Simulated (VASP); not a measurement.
Here is a VASP 6.6.1 calculation.

INCAR

```
SYSTEM = B5C2
ALGO = Normal
EDIFF = 1E-6
ENCUT = 600
GGA = PE
GGA_COMPAT = .False.
ISIF = 2
ISMEAR = 0
LASPH = .True.
LCHARG = .False.
LREAL = .False.
LWAVE = .False.
NBANDS = 20
NELM = 120
PREC = Accurate
SIGMA = 0.2
```

The input KPOINTS:

```
k-points
0
Gamma
  5 5 3
  0 0 0
```

POSCAR

```
B5C2
1.0
    3.2731962381      0.0000000000      0.0000000000
   -1.6365981190      2.8346710937      0.0000000000
    0.0000000000      0.0000000000      5.9011597707
B C
5 2
Direct
    0.8350766915      0.1649233085      0.1158782665
    0.8350766915      0.6701533829      0.1158782665
    0.3298466171      0.1649233085      0.1158782665
    0.3333333333      0.6666666667      0.2865760234
    0.0000000000      0.0000000000      0.6091328524
    0.6666666667      0.3333333333      0.9101875403
    0.3333333333      0.6666666667      0.5580822445
```

Potentials or basis: VASP PAW PBE potentials, release 64 (B, C).

Run with:

```bash
$ cat potpaw_PBE.64/B/POTCAR potpaw_PBE.64/C/POTCAR > POTCAR
$ mpirun -np 1 vasp_std > vasp.out
```

(1) What does it give for the pressure?

(2) Estimate the band gap on the k mesh.

(3) What does it give for the largest force?

Results:

(1) 0.4 GPa.

(2) zero (an odd number of electrons rules out a gap without spin polarisation).

(3) 0.042 eV/Å.

Caveat: the k points lie up to 0.44 Å⁻¹ apart, too coarse for converged energies and pressures of a metal.
